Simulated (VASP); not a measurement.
Input of a VASP 6.6.1 run:

The input INCAR:

```
ALGO = Normal
EDIFF = 1E-6
EDIFFG = -0.005
ENCUT = 600
GGA = PS
IBRION = 2
ISIF = 3
ISMEAR = 0
LASPH = T
LCHARG = F
LREAL = F
LWAVE = F
NELM = 100
NSW = 100
PREC = Accurate
SIGMA = 0.1
```

File KPOINTS:

```
k-points
0
Gamma
  20 20 10
```

Contents of POSCAR:

```
Cr
1.0
    1.1470505050     -2.4670251200      0.0000000000
    1.1470505050      2.4670251200      0.0000000000
    0.0000000000      0.0000000000      4.0643107400
Cr
2
Direct
    0.1294674200      0.8705325800      0.7500000000
    0.8705325800      0.1294674200      0.2500000000
```

Potentials or basis: VASP PAW PBE potentials, release 64 (Cr_pv).

Launch:

```sh
$ cat potpaw_PBE.64/Cr_pv/POTCAR > POTCAR
$ mpirun -np 1 vasp_std > vasp.out
```

(1) What does it give for the relaxed cell?

(2) Estimate the relaxed volume.

(3) What does it give for the band gap on the k mesh?

Answers

(1) a = 2.657 Å, b = 2.657 Å, c = 4.180 Å, α = 90.00°, β = 90.00°, γ = 129.48°.

(2) 11.39 Å³/atom.

(3) zero (band 12 reaches 11.43 eV, above the bottom of band 13 at 10.45 eV).

Caveat: the PAW data sets were made with another functional, which shifts forces and pressure a little; the run has no spin polarisation, though such a crystal can be magnetic.
